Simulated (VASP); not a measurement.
Wanted: the native input for a VASP 6.6.1 run.

| Quantity | Value |
| --- | --- |
| Task | single point |
| Functional | PBE |
| Potentials or basis | VASP PAW PBE potentials, release 64 (Al, B, N) |
| Cutoff | 520 eV |
| k mesh | 12 × 12 × 14 |
| Occupations | gaussian, width 0.1 eV |
| Spin | no spin polarisation |
| Dipole correction | no |
| Further INCAR settings | ALGO = Normal; EDIFF = 1e-06; NBANDS = 20 |

The structure of Al3BN2 lies in POSCAR:

```
Al3BN2
1.0
    5.2952351901      0.0000000000      0.0000000000
   -2.6476175951      4.5858081937      0.0000000000
    0.0000000000      0.0000000000      2.6256109043
Al B N
3 1 2
Direct
    0.5000000000      0.0000000000      0.5000000000
    0.5000000000      0.5000000000      0.5000000000
    0.0000000000      0.5000000000      0.5000000000
    0.0000000000      0.0000000000      0.0000000000
    0.3333333333      0.6666666667      0.0000000000
    0.6666666667      0.3333333333      0.0000000000
```

The cell was generated, and may not be a known phase.

The input as run:

INCAR

```
SYSTEM = Al3BN2
PREC = Accurate
ENCUT = 520
EDIFF = 1E-6
ISMEAR = 0
SIGMA = 0.1
LREAL = .FALSE.
LASPH = .TRUE.
NELM = 100
ALGO = Normal
ISIF = 2
LWAVE = .FALSE.
LCHARG = .FALSE.
GGA = PE
NBANDS = 20
```

KPOINTS

```
Automatic mesh
0
G
  12 12 14
  0 0 0
```

Potentials or basis: VASP PAW PBE potentials, release 64 (Al, B, N).

Run with:

```sh
$ cat potpaw_PBE.64/Al/POTCAR potpaw_PBE.64/B/POTCAR potpaw_PBE.64/N/POTCAR > POTCAR
$ mpirun -np 1 vasp_std > vasp.out
```

Results of the run:

```yaml
Pressure: -0.2 GPa
Band_gap_on_the_k_mesh: zero (bands 11 and 12 overlap by 0.75 eV)
```

Caveat: semilocal functionals underestimate gaps, and a narrow one can read as zero.

Run time: 3.7 min on 1 thread of AMD EPYC 7R13 (shared host), peak memory 0.3 GiB.
